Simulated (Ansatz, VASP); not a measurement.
SnSe2: VASP beside Ansatz

Contents of INCAR:

```
PREC     = Accurate       # precision mode
ENCUT    = 500            # plane-wave cutoff, eV
EDIFF    = 1E-6           # SCF threshold, eV
ISMEAR   = 0              # smearing method
SIGMA    = 0.03           # smearing width, eV
LREAL    = F              # projectors in reciprocal space
LASPH    = T              # aspherical terms in the spheres
NELM     = 120            # most SCF steps
ALGO     = Normal         # electronic algorithm
ISIF     = 2              # what is computed and relaxed
LWAVE    = F              # write WAVECAR
LCHARG   = F              # write CHGCAR
GGA      = PE             # functional
IVDW     = 12             # dispersion correction
NBANDS   = 20             # bands
GGA_COMPAT= F
```

KPOINTS

```
Automatic mesh
0
Gamma
  12 12 6
```

Contents of POSCAR:

```
SnSe2
1.0
    3.8880000000      0.0000000000      0.0000000000
   -1.9440000000      3.3671067699      0.0000000000
    0.0000000000      0.0000000000      6.6590000000
Sn Se
1 2
Direct
    0.0000000000      0.0000000000      0.0000000000
    0.3333333333      0.6666666667      0.2651331237
    0.6666666667      0.3333333333      0.7348668763
```

Input for Ansatz:

```yaml
crystal:
  lattice:
    - [3.888, 0.0, 0.0]
    - [-1.944, 3.3671067699, 0.0]
    - [0.0, 0.0, 6.659]
  atoms:
    - { symbol: Sn, position: [0.0, 0.0, 0.0] }
    - { symbol: Se, position: [0.3333333333, 0.6666666667, 0.2651331237] }
    - { symbol: Se, position: [0.6666666667, 0.3333333333, 0.7348668763] }
basis:
  ecutwfc: 420
kpoints:
  mp_grid: { grid: [12, 12, 6] }
hamiltonian:
  xc: pbe
  dispersion: d3bj
scf:
  occupations: { method: gaussian, width: 0.03 }
output:
  forces: true
  stress: true
  eigenvalues: true
```

Alike in both runs: task single point; functional PBE; dispersion D3(BJ); k mesh 12 × 12 × 6; occupations gaussian, width 0.03 eV; no spin polarisation.

|  | VASP | Ansatz |
| --- | --- | --- |
| version | VASP 6.6.1 | Ansatz 0.2.0 |
| potentials or method | VASP PAW PBE potentials, release 64 (Sn_d, Se), cutoff 500 eV | scalar-relativistic, plane waves, PAW |
| valence electrons in the cell | 26 | 46 |

```tsv
	VASP	Ansatz	Ansatz less VASP
gap on the k mesh at the Fermi level (eV)	0.03	0.03	+0.001
least direct gap on the mesh (eV)	0.59	0.59	+0.003
pressure (GPa)	-6.2	-6.2	-0.03
traceless stress, the component that is largest in VASP (GPa)	-3.80	-3.82	-0.016
rms of the force components (eV/Å)	0.615	0.619	+0.0041
```

Atom by atom the forces differ by 0.004 eV/Å (rms over components). VASP's potentials hold 26 valence electrons a cell and Ansatz's 46, so a difference there can come from the potentials and not from the codes.
